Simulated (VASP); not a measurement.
BaTiO3, 5 atoms in the cell. The structure is orthorhombic, space group Amm2 (No. 38). The conventional cell has a = 3.972 Å, b = 5.781 Å, c = 5.832 Å, α = 90.00°, β = 90.00°, γ = 90.00°. Within 3.7 Å of Ba (site symmetry mm2) lie 12 O at 2.77 to 3.06 Å and 8 Ti at 3.45 to 3.61 Å. Ti (site symmetry mm2) has 6 O at 1.85 to 2.27 Å within 2.4 Å. O (site symmetry mm2) has 2 Ti at 2.00 Å and 3 Ba at 2.77 to 2.89 Å and 8 O at 2.82 to 2.89 Å within 2.9 Å. O (site symmetry m) has 2 Ti at 1.85 to 2.27 Å within 2.4 Å. 

- Program: VASP 6.6.1
- Task: single point
- Functional: PBE
- Potentials or basis: VASP PAW PBE potentials, release 64 (Ba_sv, Ti_sv, O)
- Cutoff: 520 eV
- k mesh: 8 × 8 × 8
- Occupations: gaussian, width 0.02 eV
- Spin: no spin polarisation
- Dipole correction: no
- Further INCAR settings: ALGO = Normal; EDIFF = 1e-06; NBANDS = 28

Potentials or basis: VASP PAW PBE potentials, release 64 (Ba_sv, Ti_sv, O).

Launch:

```bash
$ cat potpaw_PBE.64/Ba_sv/POTCAR potpaw_PBE.64/Ti_sv/POTCAR potpaw_PBE.64/O/POTCAR > POTCAR
$ mpirun -np 1 vasp_std > vasp.out
```

Hardware: 1 thread of AMD EPYC 9R45 96-Core Processor (Zen 5) (shared host).

Q: How long does it take, and how much memory?

A: Run time: 110 s on 1 thread of AMD EPYC 9R45 96-Core Processor (Zen 5) (shared host), peak memory 0.29 GiB. Counts: scf iterations 16, k points 105.
